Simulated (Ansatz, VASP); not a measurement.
# One calculation of AlN, two programs

Contents of POSCAR:

```
AlN
1.0
    0.0000000000      2.1848764855      2.0633973529
    2.1848764855      0.0000000000      2.0633973529
    2.1848764855      2.1848764855      0.0000000000
Al N
1 1
Direct
    0.0000000000      0.0000000000      0.0000000000
    0.7500000000      0.7500000000      0.7500000000
```

Contents of INCAR.step1:

```
PREC = Accurate
ENCUT = 520
ISMEAR = 0
SIGMA = 0.01
LREAL = False
LASPH = True
NELM = 80
NBANDS = 11
GGA = PE
ALGO = Normal
EDIFF = 1E-4
LWAVE = True
LCHARG = False
```

The input INCAR.step2:

```
PREC = Accurate
ENCUT = 520
EDIFF = 1E-7
ISMEAR = 0
SIGMA = 0.01
LREAL = False
LASPH = True
NELM = 80
ALGO = Normal
ISIF = 2
LWAVE = False
LCHARG = True
METAGGA = R2SCAN
LMIXTAU = True
LELF = True
LVHAR = True
NBANDS = 11
ISTART = 1
```

The input KPOINTS:

```
Automatic mesh
0
Gamma
  10 10 10
```

Input for Ansatz:

```yaml
crystal:
  lattice:
    - [0.0, 2.1848764855, 2.0633973529]
    - [2.1848764855, 0.0, 2.0633973529]
    - [2.1848764855, 2.1848764855, 0.0]
  atoms:
    - { symbol: Al, position: [0.0, 0.0, 0.0] }
    - { symbol: "N", position: [0.75, 0.75, 0.75] }
kpoints:
  mp_grid: { grid: [10, 10, 10] }
  band_path:
    path:
      - [0.0, 0.0, 0.0]
      - [-0.5, -0.5, 0.0]
      - [-0.375, -0.375, 0.25]
      - [-0.375, 0.0, 0.375]
      - [0.0, 0.0, 0.5]
      - [-0.5, -0.25, 0.25]
    npoints: 1
hamiltonian:
  xc: r2scan
scf:
  occupations: { method: fixed }
  n_extra_bands: 4
output:
  forces: true
  stress: true
  eigenvalues: true
```

Change from the starting cell: uniaxial_z strain -5.6%.

Alike in both runs: task single point; functional r2SCAN; k mesh 10 × 10 × 10; no spin polarisation.

|  | VASP | Ansatz |
| --- | --- | --- |
| version | VASP 6.6.1 | Ansatz 0.2.0 |
| potentials or method | VASP PAW PBE potentials, release 64 (Al, N) | plane waves, PAW |
| plane-wave cutoff (eV) | 520 | 500 |
| occupations | gaussian, width 0.01 eV | fixed |
| valence electrons in the cell | 8 | 8 |

Ansatz gave:

| Item | Value |
| --- | --- |
| gap on the k mesh at the Fermi level (eV) | 3.68 |
| pressure (GPa) | 13.1 |
| traceless stress, the component that is largest in VASP (GPa) | 4.30 |

Question: Estimate VASP's values.

Answer: gap on the k mesh at the Fermi level (eV): 3.67; pressure (GPa): 12.8; traceless stress, the component that is largest in VASP (GPa): 4.30.

VASP's potentials were made for PBE, not for r2SCAN.
